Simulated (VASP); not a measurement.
Wanted: the native input for a VASP 6.6.1 run.

```yaml
Task: relaxation of cell and atoms
Functional: PBE
Potentials_or_basis: VASP PAW PBE potentials, release 64 (Cd, Te, Se)
Cutoff: 600 eV
k_mesh: 6 × 6 × 8
Occupations: gaussian, width 0.1 eV
Spin: no spin polarisation
Dipole_correction: no
Further_INCAR_settings: ALGO = Normal; EDIFF = 1e-06; IBRION = 2; EDIFFG = -0.01; NSW = 100; ISIF = 3
```

The structure of Cd3TeSe2 lies in POSCAR:

```
Cd3TeSe2
1.0
    6.2859663300      0.0000000000      0.0000000000
   -3.1429831600      5.4438065300      0.0000000000
    0.0000000000      0.0000000000      4.8769163800
Cd Te Se
3 1 2
Direct
    0.5000000000      0.0000000000      0.5000000000
    0.5000000000      0.5000000000      0.5000000000
    0.0000000000      0.5000000000      0.5000000000
    0.0000000000      0.0000000000      0.0000000000
    0.3333333300      0.6666666700      0.0000000000
    0.6666666700      0.3333333300      0.0000000000
```

One way to write it, as run:

INCAR

```
PREC     = Accurate       # precision mode
ENCUT    = 600            # plane-wave cutoff, eV
EDIFF    = 1E-6           # SCF threshold, eV
ISMEAR   = 0              # smearing method
SIGMA    = 0.1            # smearing width, eV
LREAL    = False          # projectors in reciprocal space
LASPH    = True           # aspherical terms in the spheres
NELM     = 100            # most SCF steps
ALGO     = Normal         # electronic algorithm
ISIF     = 3              # what is computed and relaxed
LWAVE    = False          # write WAVECAR
LCHARG   = False          # write CHGCAR
GGA      = PE             # functional
IBRION   = 2              # ionic algorithm
NSW      = 100            # ionic steps
EDIFFG   = -0.01          # ionic threshold
```

KPOINTS

```
regular mesh
0
Gamma
  6 6 8
```

Potentials or basis: VASP PAW PBE potentials, release 64 (Cd, Te, Se).

Launch:

```sh
$ cat potpaw_PBE.64/Cd/POTCAR potpaw_PBE.64/Te/POTCAR potpaw_PBE.64/Se/POTCAR > POTCAR
$ mpirun -np 1 vasp_std > vasp.out
```

It gave:

```yaml
Relaxed_volume: 28.40 Å³/atom
Relaxed_cell: a = 7.311 Å, b = 7.311 Å, c = 3.682 Å, α = 90.00°, β = 90.00°, γ = 120.00°
Space_group_after_relaxing_to_0.05_Å: P6/mmm (No. 191)
Energy_gained_by_relaxing: 317.8 meV/atom
Ionic_steps: 14
Pressure_after_relaxing: 0.0 GPa
Band_gap_on_the_k_mesh: zero (band 27 reaches 3.21 eV, above the bottom of band 28 at 2.17 eV)
```

Caveat: spin-orbit coupling is left out, which moves the levels of the heavy elements.

It took 38 min on 1 thread of Intel Xeon 6975P-C, on a shared host, peak memory 0.48 GiB.
